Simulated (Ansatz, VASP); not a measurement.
## TiB2: VASP beside Ansatz

```
Ti B
1.0
     3.02593    0.00000    0.00000
    -1.51296    2.62053    0.00000
     0.00000    0.00000    3.22877
Ti B
1 2
Direct
  0.00000 0.00000 0.00000
  0.33333 0.66667 0.50000
  0.66667 0.33333 0.50000
```

Alike in both runs: task relaxation of cell and atoms; functional LDA; k mesh 9 × 9 × 6; occupations gaussian, width 0.1 eV; no spin polarisation.

|  | VASP | Ansatz |
| --- | --- | --- |
| version | VASP 6.6.1 | Ansatz 0.2.0 |
| potentials or method | VASP PAW LDA potentials, release 64 (Ti_sv, B), cutoff 600 eV | scalar-relativistic, plane waves, PAW |
| valence electrons in the cell | 18 | 18 |

```tsv
	VASP	Ansatz	Ansatz less VASP
gap on the k mesh at the Fermi level, each at its own relaxed structure (eV)	none	none	-
relaxed volume (Å³/atom)	8.19	8.18	-0.017
relaxed cell length with the largest relative difference (Å)	3.160	3.157	-0.0027
```

Ansatz warns that its potentials were made for another functional, while VASP's fit it. LDA's correlation is that of Perdew and Zunger in VASP and of Perdew and Wang (1992) in Ansatz. A gap of «none» marks a metal or a gap that the smearing closes.
